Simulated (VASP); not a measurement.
A run of VASP 6.6.1 is set up as follows.

File INCAR:

```
SYSTEM = Zn
  PREC = Accurate
  ENCUT = 520
  EDIFF = 1E-6
  ISMEAR = -1
  SIGMA = 0.2
  LREAL = .FALSE.
  LASPH = .TRUE.
  NELM = 100
  ALGO = Normal
  ISIF = 2
  LWAVE = .FALSE.
  LCHARG = .TRUE.
  GGA = PE
  LELF = .TRUE.
  LVHAR = .TRUE.
  NBANDS = 19
```

File KPOINTS:

```
Automatic mesh
0
G
  21 21 10
  0 0 0
```

The input POSCAR:

```
Zn
1.0
    2.6700000000      0.0000000000      0.0000000000
   -1.3350000000      2.3122878281      0.0000000000
    0.0000000000      0.0000000000      4.9660000000
Zn
2
Direct
    0.6666666667      0.3333333333      0.7500000000
    0.3333333333      0.6666666667      0.2500000000
```

Potentials or basis: VASP PAW PBE potentials, release 64 (Zn).

The run is started by

```console
$ cat potpaw_PBE.64/Zn/POTCAR > POTCAR
$ mpirun -np 1 vasp_std > vasp.out
```

(1) What does it give for the pressure?

(2) Predict the band gap on the k mesh.

Results:

(1) -0.3 GPa.

(2) zero (bands 12 and 13 overlap by 4.55 eV).
